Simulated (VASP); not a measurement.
Input of a VASP 6.6.1 run:

File INCAR:

```
PREC     = Accurate       # precision mode
ENCUT    = 520            # plane-wave cutoff, eV
EDIFF    = 1E-6           # SCF threshold, eV
ISMEAR   = -1             # smearing method
SIGMA    = 0.02           # smearing width, eV
LREAL    = F              # projectors in reciprocal space
LASPH    = T              # aspherical terms in the spheres
NELM     = 60             # most SCF steps
ALGO     = Normal         # electronic algorithm
ISIF     = 2              # what is computed and relaxed
LWAVE    = F              # write WAVECAR
LCHARG   = T              # write CHGCAR
GGA      = PE             # functional
LELF     = T              # ELF
LVHAR    = T            
NBANDS   = 16             # bands
```

KPOINTS

```
Automatic mesh
0
Gamma
  10 10 10
```

Contents of POSCAR:

```
GaN
1.0
   -0.0456476556      2.1155804615      2.1155804615
    2.1155804615     -0.0456476556      2.1155804615
    2.1155804615      2.1155804615     -0.0456476556
Ga N
1 1
Direct
    0.0000000000      0.0000000000      0.0000000000
    0.5000000000      0.5000000000      0.5000000000
```

Potentials or basis: VASP PAW PBE potentials, release 64 (Ga_d, N).

Run with:

```console
$ cat potpaw_PBE.64/Ga_d/POTCAR potpaw_PBE.64/N/POTCAR > POTCAR
$ mpirun -np 1 vasp_std > vasp.out
```

**Question.** Predict the band gap on the k mesh.

**Answer.** 0.30 eV, indirect (least direct gap 2.03 eV).

**Question.** Estimate the pressure.

**Answer.** -0.4 GPa.

Stress tensor (GPa, compression positive):
```
-0.38  4.22  4.22
 4.22 -0.38  4.22
 4.22  4.22 -0.38
```

Caveat: the cell differs from its parent crystal (epitaxial 111 strain +2.5%). A k mesh can miss the band edges.
